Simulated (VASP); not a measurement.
Set up this calculation in VASP 6.6.1, as the native input.

- Task: single point
- Functional: r2SCAN
- Potentials or basis: VASP PAW PBE potentials, release 64 (Sr_sv, O)
- Cutoff: 520 eV
- k mesh: 8 × 8 × 8
- Occupations: gaussian, width 0.01 eV
- Spin: non-collinear spin, zero start, spin-orbit coupling
- Starting moments: [[0.0, 0.0, 0.0], [0.0, 0.0, 0.0]] μB
- Dipole correction: no
- Further INCAR settings: ALGO = Normal; EDIFF = 1e-06; NBANDS = 28

SrO:

```
CELL_PARAMETERS angstrom
0.00000 2.50250 2.50250
2.50250 0.00000 2.50250
2.50250 2.50250 0.00000
ATOMIC_POSITIONS crystal
Sr 0.00000 0.00000 0.00000
O 0.50000 0.50000 0.50000
```

This cell differs from its parent crystal: strain -3.0%.

These files were run (other wordings do the same):

POSCAR

```
SrO
1.0
    0.0000000000      2.5024955561      2.5024955561
    2.5024955561      0.0000000000      2.5024955561
    2.5024955561      2.5024955561      0.0000000000
Sr O
1 1
Direct
    0.0000000000      0.0000000000      0.0000000000
    0.5000000000      0.5000000000      0.5000000000
```

INCAR.step1

```
SYSTEM = SrO
ALGO     = Normal         ! electronic algorithm
EDIFF    = 1E-4           ! SCF threshold, eV
ENCUT    = 520            ! plane-wave cutoff, eV
GGA      = PE             ! functional
GGA_COMPAT= .FALSE.      
ISMEAR   = 0              ! smearing method
LASPH    = .TRUE.         ! aspherical terms in the spheres
LCHARG   = .FALSE.        ! write CHGCAR
LREAL    = .FALSE.        ! projectors in reciprocal space
LSORBIT  = .TRUE.         ! spin-orbit coupling
LWAVE    = .TRUE.         ! write WAVECAR
MAGMOM   = 0 0 0 0 0 0    ! initial moments
NBANDS   = 28             ! bands
NELM     = 150            ! most SCF steps
PREC     = Accurate       ! precision mode
SIGMA    = 0.01           ! smearing width, eV
```

INCAR.step2

```
SYSTEM = SrO
ALGO     = Normal         ! electronic algorithm
EDIFF    = 1E-6           ! SCF threshold, eV
ENCUT    = 520            ! plane-wave cutoff, eV
GGA_COMPAT= .FALSE.      
ISIF     = 2              ! what is computed and relaxed
ISMEAR   = 0              ! smearing method
ISTART   = 1            
LASPH    = .TRUE.         ! aspherical terms in the spheres
LCHARG   = .TRUE.         ! write CHGCAR
LMIXTAU  = .TRUE.       
LORBIT   = 11             ! projections on sites
LORBMOM  = .TRUE.       
LREAL    = .FALSE.        ! projectors in reciprocal space
LSORBIT  = .TRUE.         ! spin-orbit coupling
LVHAR    = .TRUE.       
LWAVE    = .FALSE.        ! write WAVECAR
MAGMOM   = 0 0 0 0 0 0    ! initial moments
METAGGA  = R2SCAN         ! meta-GGA
NBANDS   = 28             ! bands
NELM     = 150            ! most SCF steps
PREC     = Accurate       ! precision mode
SIGMA    = 0.01           ! smearing width, eV
```

KPOINTS

```
k-points
0
G
  8 8 8
  0 0 0
```

Potentials or basis: VASP PAW PBE potentials, release 64 (Sr_sv, O).

Command:

```sh
$ cat potpaw_PBE.64/Sr_sv/POTCAR potpaw_PBE.64/O/POTCAR > POTCAR
$ cp INCAR.step1 INCAR
$ mpirun -np 1 vasp_ncl > vasp.out
$ cp INCAR.step2 INCAR
$ mpirun -np 1 vasp_ncl > vasp.out
```

It gave:

```
Pressure                                              : 11.3 GPa
Net moment                                            : 0.00 μB per cell
Valence electrons inside the program's atomic spheres : Sr 8.24; O 5.04
```

Caveat: the cell differs from its parent crystal (strain -3.0%); the cell stands under pressure; the PAW data sets were made with another functional, which shifts forces and pressure a little.

Run time: 4.4 min on 1 thread of AMD EPYC 9R45 96-Core Processor (Zen 5), with other jobs on the host, peak memory 0.27 GiB.
